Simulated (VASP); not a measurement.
# Sr (Fm-3m) in VASP: a series of runs

Sr is run at these levels: PBEsol; tasks: single point.

All numbers are computed with VASP 6.6.1; they aren't measurements. Logs are shortened: lines on timing, memory, paths and dates and some standing lists are left out, and cuts for length are marked.

### Step 1. The cell of the first run

The structure is cubic, space group Fm-3m (No. 225). Conventional cell: a = 5.856 Å, b = 5.856 Å, c = 5.856 Å, α = 90.00°, β = 90.00°, γ = 90.00°. Within 5.4 Å of Sr (site symmetry m-3m) lie 12 Sr at 4.14 Å.

### Step 2. Single point, PBEsol (volume scaled by 0.97)

Input file INCAR:

```
SYSTEM = Sr
ALGO = Normal
EDIFF = 1E-7
ENCUT = 520
GGA = PS
ISIF = 2
ISMEAR = 0
LASPH = .True.
LCHARG = .False.
LREAL = .False.
LWAVE = .False.
NBANDS = 11
NELM = 80
PREC = Accurate
SIGMA = 0.1
```

Input file KPOINTS:

```
k-points
0
Gamma
  12 12 12
  0 0 0
```

Input file POSCAR:

```
Sr
1.0
    0.0000000000      2.9280393812      2.9280393812
    2.9280393812      0.0000000000      2.9280393812
    2.9280393812      2.9280393812      0.0000000000
Sr
1
Direct
    0.0000000000      0.0000000000      0.0000000000
```

Potentials or basis: VASP PAW PBE potentials, release 64 (Sr_sv).

Started as:

```sh
cat potpaw_PBE.64/Sr_sv/POTCAR > POTCAR
mpirun -np 1 vasp_std > vasp.out
```

OUTCAR:

```text
SYSTEM = Sr
   EDIFF = 1E-7
   ENCUT = 520
   GGA = PS
   ISIF = 2
   ISMEAR = 0
   LASPH = .True.
   LREAL = .False.
   NELM = 80
   PREC = Accurate

 ion  position               nearest neighbor table
   1  0.000  0.000  0.000-

  LATTYP: Found a face centered cubic cell.
 ALAT       =     5.8560787624

  Lattice vectors:

 A1 = (   0.0000000000,   2.9280393812,   2.9280393812)
 A2 = (   2.9280393812,   0.0000000000,   2.9280393812)
 A3 = (   2.9280393812,   2.9280393812,   0.0000000000)

Analysis of symmetry for initial positions (statically):
=====================================================================
 Subroutine PRICEL returns:
 Original cell was already a primitive cell.

 Routine SETGRP: Setting up the symmetry group for a
 face centered cubic supercell.

 Subroutine GETGRP returns: Found 48 space group operations
 (whereof 48 operations were pure point group operations)
 out of a pool of 48 trial point group operations.

The static configuration has the point symmetry O_h .

Analysis of symmetry for dynamics (positions and initial velocities):
=====================================================================
 Subroutine PRICEL returns:
 Original cell was already a primitive cell.

 Routine SETGRP: Setting up the symmetry group for a
 face centered cubic supercell.

 Subroutine GETGRP returns: Found 48 space group operations
 (whereof 48 operations were pure point group operations)
 out of a pool of 48 trial point group operations.

The dynamic configuration has the point symmetry O_h .

 Subroutine INISYM returns: Found 48 space group operations
 (whereof 48 operations are pure point group operations),
 and found     1 'primitive' translations

----------------------------------------------------------------------------------------

                                     Primitive cell

  volume of cell :      50.2066

  direct lattice vectors                    reciprocal lattice vectors
     0.000000000  2.928039381  2.928039381    -0.170762731  0.170762731  0.170762731
     2.928039381  0.000000000  2.928039381     0.170762731 -0.170762731  0.170762731
     2.928039381  2.928039381  0.000000000     0.170762731  0.170762731 -0.170762731

  length of vectors
     4.140873004  4.140873004  4.140873004     0.295769725  0.295769725  0.295769725

  position of ions in fractional coordinates (direct lattice)
     0.000000000  0.000000000  0.000000000

  ion indices of the primitive-cell ions
   primitive index   ion index
                 1           1

----------------------------------------------------------------------------------------

 KPOINTS: k-points

Automatic generation of k-mesh.
 Grid dimensions read from file:
 generate k-points for:   12   12   12

 Generating k-lattice:

  Cartesian coordinates                     Fractional coordinates (reciprocal lattice)
    -0.014230228  0.014230228  0.014230228     0.083333333  0.000000000  0.000000000
     0.014230228 -0.014230228  0.014230228     0.000000000  0.083333333  0.000000000
     0.014230228  0.014230228 -0.014230228     0.000000000  0.000000000  0.083333333

  Length of vectors
     0.024647477  0.024647477  0.024647477

  Shift w.r.t. Gamma in fractional coordinates (k-lattice)
     0.000000000  0.000000000  0.000000000

 Subroutine IBZKPT returns following result:
 ===========================================

 Found     72 irreducible k-points:

 Following reciprocal coordinates:
            Coordinates               Weight
  0.000000  0.000000  0.000000      1.000000
  0.083333  0.000000  0.000000      8.000000
  0.166667  0.000000  0.000000      8.000000
  0.250000  0.000000  0.000000      8.000000
  0.333333  0.000000  0.000000      8.000000
  0.416667  0.000000  0.000000      8.000000
[... 16 lines left out ...]
  0.500000  0.166667  0.000000     24.000000
 -0.416667  0.166667  0.000000     24.000000
 [... further k-points ...]
   k-points           NKPTS =     72   k-points in BZ     NKDIM =     72   number of bands    NBANDS=     11
   number of dos      NEDOS =    301   number of ions     NIONS =      1
   total plane-waves  NPLWV =  32768
   dimension x,y,z NGX =    32 NGY =   32 NGZ =   32
   dimension x,y,z NGXF=    64 NGYF=   64 NGZF=   64
   ions per type =               1
   NGX,Y,Z   is equivalent  to a cutoff of  12.85, 12.85, 12.85 a.u.
   NGXF,Y,Z  is equivalent  to a cutoff of  25.69, 25.69, 25.69 a.u.
 SYSTEM =  Sr
   PREC   = accura    normal or accurate (medium, high low for compatibility)
   ISTART =      0    job   : 0-new  1-cont  2-samecut
   ICHARG =      2    charge: 1-file 2-atom 10-const
   ISPIN  =      1    spin polarized calculation?
   LNONCOLLINEAR =      F non collinear calculations
   LSORBIT =      F    spin-orbit coupling
   LASPH  =      T    aspherical Exc in radial PAW
   ENCUT  =  520.0 eV  38.22 Ry    6.18 a.u.   7.70  7.70  7.70*2*pi/ulx,y,z
   NELM   =     80;   NELMIN=  2; NELMDL= -5     # of ELM steps
   EDIFF  = 0.1E-06   stopping-criterion for ELM
   LREAL  =      F    real-space projection
   EDIFFG = 0.1E-05   stopping-criterion for IOM
   NSW    =      0    number of steps for IOM
   IBRION =     -1    ionic relax: 0-MD 1-quasi-New 2-CG
   NFREE  =      0    steps in history (QN), initial steepest desc. (CG)
   ISIF   =      2    stress and relaxation
   ISYM   =      2    0-nonsym 1-usesym 2-fastsym
   POTIM  = 0.5000    time-step for ionic-motion
   TEBEG  =    0.0;   TEEND  =   0.0 temperature during run
   PSTRESS=    0.0 pullay stress
   NELECT =      10.0000    total number of electrons
   NUPDOWN=      -1.0000    fix difference up-down
   EMIN   =  10.00;   EMAX   =-10.00  energy-range for DOS
   EFERMI =   0.00;   METHOD = LEGACY
   ISMEAR =     0;   SIGMA  =   0.10  broadening in eV -4-tet -1-fermi 0-gaus
   EFERMI_NEDOS =   21; number of points for ismear=-14 and -15
   IALGO  =     38    algorithm
   IMIX   =      4    mixing-type and parameters
     AMIX     =   0.40;   BMIX     =  1.00
     AMIX_MAG =   1.60;   BMIX_MAG =  1.00
  volume/ion in A,a.u.               =      50.21       338.81
  Fermi-wavevector in a.u.,A,eV,Ry     =   0.956066  1.806703 12.436574  0.914062
  Thomas-Fermi vector in A             =   2.084961
   LORBIT       =      0    0 simple, 1 ext, 2 COOP (PROOUT), +10 PAW based schemes
   GGA     = PS    functional components
   LHFCALC =     F    Hartree Fock is set to
   AEXX    =    0.0000 exact exchange contribution
   IVDW    =     0    specifies the selected vdW correction
   LEPSILON=     F    determine dielectric tensor
   LRPA    =     F    only Hartree local field effects (RPA)
 non-spin polarized calculation
 Gauss-broadening in eV      SIGMA  =   0.10
  energy-cutoff  :      520.00
  volume of cell :       50.21
 maximum number of plane-waves:      1369
   NGX = 15   NGY = 15   NGZ = 15

 number of electron      10.0000000 magnetization

 Free energy of the ion-electron system (eV)
  ---------------------------------------------------
  ext. energy  EPLUGINS =         0.00000000
  ---------------------------------------------------
  free energy    TOTEN  =        -1.84010731 eV

  energy without entropy =       -1.83512408  energy(sigma->0) =       -1.83761570

 E-fermi :   1.8279     XC(G=0):  -7.7194

 val. band max:        1.8248599030   @ k =  -0.2500   0.5000   0.2500
 cond. band min:       1.8452943791   @ k =  -0.3333   0.3333   0.1667
 fundamental gap:      0.0204344761
 Fermi energy:         1.8279437353

 k-point     1 :       0.0000    0.0000    0.0000
  band No.  band energies     occupation
      1     -34.5491      2.00000
      2     -16.4307      2.00000
      3     -16.4307      2.00000
      4     -16.4307      2.00000
      5      -1.9846      2.00000
      6       4.2403      0.00000
      7       4.2403      0.00000
      8       4.2403      0.00000
      9       5.8679      0.00000
     10       5.8679      0.00000
     11       9.2091      0.00000

 k-point     2 :       0.0833    0.0000    0.0000
  band No.  band energies     occupation
      1     -34.5476      2.00000
      2     -16.4498      2.00000
      3     -16.4332      2.00000
      4     -16.4332      2.00000
      5      -1.8619      2.00000
      6       4.0508      0.00000
      7       4.2991      0.00000
      8       4.2991      0.00000
      9       5.7869      0.00000
     10       5.7869      0.00000
     11       9.5287      0.00000

 k-point     3 :       0.1667    0.0000    0.0000
  band No.  band energies     occupation
      1     -34.5436      2.00000
      2     -16.5014      2.00000
      3     -16.4400      2.00000
      4     -16.4400      2.00000
      5      -1.5074      2.00000
      6       3.6087      0.00000
      7       4.4135      0.00000
      8       4.4135      0.00000
      9       5.6713      0.00000
     10       5.6713      0.00000
     11       9.7481      0.00000

 k-point     4 :       0.2500    0.0000    0.0000
  band No.  band energies     occupation
      1     -34.5382      2.00000
      2     -16.5706      2.00000
      3     -16.4492      2.00000
      4     -16.4492      2.00000
      5      -0.9636      2.00000
      6       3.1022      0.00000
      7       4.4079      0.00000
      8       4.4079      0.00000
      9       5.8048      0.00000
     10       5.8048      0.00000
     11       9.0138      0.00000
[... 239 lines left out ...]
 k-point    22 :       0.4167    0.1667    0.0000
  band No.  band energies     occupation
      1     -34.5283      2.00000
      2     -16.6482      2.00000
      3     -16.4938      2.00000
      4     -16.4831      2.00000
      5       0.2760      2.00000
      6       2.4114      0.00000
      7       3.5813      0.00000
      8       4.5952      0.00000
      9       6.1079      0.00000
     10       6.9640      0.00000
     11       8.3918      0.00000

 k-point    23 :       0.5000    0.1667    0.0000
  band No.  band energies     occupation
      1     -34.5256      2.00000
      2     -16.6771      2.00000
      3     -16.5083      2.00000
      4     -16.4832      2.00000
      5       0.8813      2.00000
      6       2.0426      0.00240
      7       3.4842      0.00000
      8       4.4738      0.00000
      9       6.6879      0.00000
     10       7.0822      0.00000
     11       7.7479      0.00000

 k-point    24 :      -0.4167    0.1667    0.0000
  band No.  band energies     occupation
      1     -34.5252      2.00000
      2     -16.6794      2.00000
      3     -16.5173      2.00000
      4     -16.4776      2.00000
      5       1.0198      2.00000
      6       1.9814      0.02999
      7       3.4424      0.00000
      8       4.4281      0.00000
      9       6.6897      0.00000
     10       7.0376      0.00000
     11       7.8092      0.00000

 [... further k-points ...]

------------------------ aborting loop because EDIFF is reached ----------------------------------------

  FORCE on cell =-STRESS in cart. coord.  units (eV):
  Direction    XX          YY          ZZ          XY          YZ          ZX
  --------------------------------------------------------------------------------------
  -------------------------------------------------------------------------------------
  Total        0.1397788      0.1397788      0.1397788     -0.0000000      0.0000000     -0.0000000
  in kB        4.4605769      4.4605769      4.4605769     -0.0000000      0.0000000     -0.0000000
  external PRESSURE =       4.4605769 kB  Pullay stress =       0.0000000 kB

 VOLUME and BASIS-vectors are now :
 -----------------------------------------------------------------------------
  energy-cutoff  :      520.00
  volume of cell :       50.21
      direct lattice vectors                 reciprocal lattice vectors
     0.000000000  2.928039381  2.928039381    -0.170762731  0.170762731  0.170762731
     2.928039381  0.000000000  2.928039381     0.170762731 -0.170762731  0.170762731
     2.928039381  2.928039381  0.000000000     0.170762731  0.170762731 -0.170762731

 POSITION                                       TOTAL-FORCE (eV/Angst)
 -----------------------------------------------------------------------------------
      0.00000      0.00000      0.00000        -0.000000     -0.000000      0.000000
 -----------------------------------------------------------------------------------
    total drift:                                0.000000      0.000000      0.000000

  FREE ENERGIE OF THE ION-ELECTRON SYSTEM (eV)
  ---------------------------------------------------
  free  energy   TOTEN  =        -1.8401073138 eV

  energy  without entropy=       -1.8351240850  energy(sigma->0) =       -1.83761570
```

Run time: 15 s. Hardware: 1 thread of AMD EPYC 9R45 (Zen 5), shared host; peak memory 0.16 GiB.

Results:

- Free energy: -1.8401 eV
- Pressure: 0.4 GPa
- Band gap on the k mesh: 0.02 eV, indirect (least direct gap 0.03 eV)

Caveat: the PAW data sets were made with another functional, which shifts forces and pressure a little. A k mesh can miss the band edges.

(Continued in part 2 of 2.)
